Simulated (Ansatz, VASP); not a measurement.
## One calculation of Te, two programs

The input INCAR:

```
ALGO = Normal
EDIFF = 1E-6
EDIFFG = -0.005
ENCUT = 600
GGA = PE
IBRION = 2
ISIF = 3
ISMEAR = -1
LASPH = True
LCHARG = False
LREAL = False
LWAVE = False
NELM = 60
NSW = 45
PREC = Accurate
SIGMA = 0.05
```

KPOINTS

```
k-points
0
Gamma
  14 14 8
```

Contents of POSCAR:

```
Te
1.0
    4.0618720085      0.0000000000      0.0000000000
   -2.0309360043      3.5176843462      0.0000000000
    0.0000000000      0.0000000000      4.3973957759
Te
2
Direct
    0.3333333333      0.6666666667      0.2500000000
    0.6666666667      0.3333333333      0.7500000000
```

Input for Ansatz:

```yaml
crystal:
  lattice:
    - [4.0618720085, 0.0, 0.0]
    - [-2.0309360043, 3.5176843462, 0.0]
    - [0.0, 0.0, 4.3973957759]
  atoms:
    - { symbol: Te, position: [0.3333333333, 0.6666666667, 0.25] }
    - { symbol: Te, position: [0.6666666667, 0.3333333333, 0.75] }
kpoints:
  mp_grid: { grid: [14, 14, 8] }
scf:
  occupations: { method: fermi_dirac, width: 0.05 }
hamiltonian:
  xc: pbe
  pseudopotentials: { kind: all_electron, lapw: { basis_error: 0.0005 } }
output:
  forces: true
  stress: true
  eigenvalues: true
  populations: true
relax:
  f_tol: 0.005
  max_steps: 25
  cell: {}
```

Alike in both runs: task relaxation of cell and atoms; functional PBE; k mesh 14 × 14 × 8; occupations fermi-dirac, width 0.05 eV; no spin polarisation.

|  | VASP | Ansatz |
| --- | --- | --- |
| version | VASP 6.6.1 | Ansatz 0.2.0 |
| potentials or method | VASP PAW PBE potentials, release 64 (Te), cutoff 600 eV | all-electron LAPW, scalar-relativistic |

```csv
,VASP,Ansatz,Ansatz less VASP
relaxed volume (Å³/atom),31.40,31.42,+0.020
relaxed cell length with the largest relative difference (Å),4.396,4.397,+0.0014
```

Ansatz ran all-electron here, and VASP with PAW potentials.

Neither program's run includes spin-orbit coupling.
